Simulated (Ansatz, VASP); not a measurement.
One calculation of Zn, two programs

```
Zn
1.0
     1.48187    2.56667    0.00000
    -1.48187    2.56667    0.00000
     0.00000    0.00000    4.65314
Zn
2
Direct
  0.33333 0.33334 0.25000
  0.66666 0.66667 0.75000
```

Alike in both runs: task single point; functional PBE; k mesh 7 × 7 × 4; no spin polarisation.

```csv
,VASP,Ansatz
version,VASP 6.6.1,Ansatz 0.2.0
potentials or method,"VASP PAW PBE potentials, release 64 (Zn), cutoff 520 eV",PAW plane waves
occupations,"fermi-dirac, width 0.1 eV",fermi-dirac
valence electrons in the cell,24,24
```

Ansatz gave:

| Item | Value |
| --- | --- |
| gap on the k mesh at the Fermi level (eV) | none |
| pressure (GPa) | -6.9 |
| traceless stress, the component that is largest in VASP (GPa) | 2.92 |

Task: What did VASP give for the same quantities?

Result: gap on the k mesh at the Fermi level (eV): none; pressure (GPa): -6.8; traceless stress, the component that is largest in VASP (GPa): 2.94.

A gap of «none» marks a metal or a gap that the smearing closes. Ansatz's warnings: structure snapped to symmetry.
